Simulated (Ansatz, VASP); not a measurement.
**Two plane-wave programs on Si2W3**

Contents of INCAR:

```
PREC     = Accurate       # precision mode
ENCUT    = 520            # plane-wave cutoff, eV
EDIFF    = 1E-7           # SCF threshold, eV
ISMEAR   = 0              # smearing method
SIGMA    = 0.15           # smearing width, eV
LREAL    = False          # projectors in reciprocal space
LASPH    = True           # aspherical terms in the spheres
NELM     = 80             # most SCF steps
ALGO     = Fast           # electronic algorithm
ISIF     = 2              # what is computed and relaxed
LWAVE    = False          # write WAVECAR
LCHARG   = True           # write CHGCAR
GGA      = PE             # functional
LELF     = True           # ELF
LVHAR    = True         
NBANDS   = 61             # bands
```

File KPOINTS:

```
regular mesh
0
Gamma
  6 6 12
```

The input POSCAR:

```
Si2W3
1.0
    6.6300342967      0.0000000000      0.0000000000
    0.0000000000      6.6300342967      0.0000000000
    0.0000000000      0.0000000000      3.3123213826
Si W
4 6
Direct
    0.1369849096      0.6314810676      0.0000000000
    0.8630150904      0.3685189324      0.0000000000
    0.6314810676      0.8630150904      0.0000000000
    0.3685189324      0.1369849096      0.0000000000
    0.5000000000      0.5000000000      0.0000000000
    0.0000000000      0.0000000000      0.0000000000
    0.6648445723      0.1541793669      0.5000000000
    0.3351554277      0.8458206331      0.5000000000
    0.1541793669      0.3351554277      0.5000000000
    0.8458206331      0.6648445723      0.5000000000
```

Input for Ansatz:

```yaml
crystal:
  lattice:
    - [6.6300342967, 0.0, 0.0]
    - [0.0, 6.6300342967, 0.0]
    - [0.0, 0.0, 3.3123213826]
  atoms:
    - { symbol: Si, position: [0.1369849096, 0.6314810676, 0.0] }
    - { symbol: Si, position: [0.8630150904, 0.3685189324, 0.0] }
    - { symbol: Si, position: [0.6314810676, 0.8630150904, 0.0] }
    - { symbol: Si, position: [0.3685189324, 0.1369849096, 0.0] }
    - { symbol: W, position: [0.5, 0.5, 0.0] }
    - { symbol: W, position: [0.0, 0.0, 0.0] }
    - { symbol: W, position: [0.6648445723, 0.1541793669, 0.5] }
    - { symbol: W, position: [0.3351554277, 0.8458206331, 0.5] }
    - { symbol: W, position: [0.1541793669, 0.3351554277, 0.5] }
    - { symbol: W, position: [0.8458206331, 0.6648445723, 0.5] }
basis:
  ecutwfc: 420
kpoints:
  mp_grid: { grid: [6, 6, 12] }
hamiltonian:
  xc: pbe
scf:
  occupations: { method: gaussian, width: 0.15 }
output:
  forces: true
  stress: true
  eigenvalues: true
```

Change from the starting cell: mode 4 (33.1 1/cm) frozen in, largest displacement +0.050 Å.

Alike in both runs: task single point; functional PBE; k mesh 6 × 6 × 12; occupations gaussian, width 0.15 eV; no spin polarisation.

```csv
,VASP,Ansatz
version,VASP 6.6.1,Ansatz 0.2.0
potentials or method,"VASP PAW PBE potentials, release 64 (Si, W_sv), cutoff 520 eV","scalar-relativistic, plane waves, PAW"
valence electrons in the cell,100,100
```

Ansatz gave:

```
gap on the k mesh at the Fermi level (eV)                     : none
pressure (GPa)                                                : 0.1
traceless stress, the component that is largest in VASP (GPa) : -0.11
rms of the force components (eV/Å)                            : 0.017
```

**Question.** Which values does VASP return?

**Answer.** gap on the k mesh at the Fermi level (eV): none; pressure (GPa): 0.3; traceless stress, the component that is largest in VASP (GPa): -0.08; rms of the force components (eV/Å): 0.015.

Atom by atom the forces differ by 0.004 eV/Å (rms over components). A gap of «none» marks a metal or a gap that the smearing closes.

Neither program's run includes spin-orbit coupling.
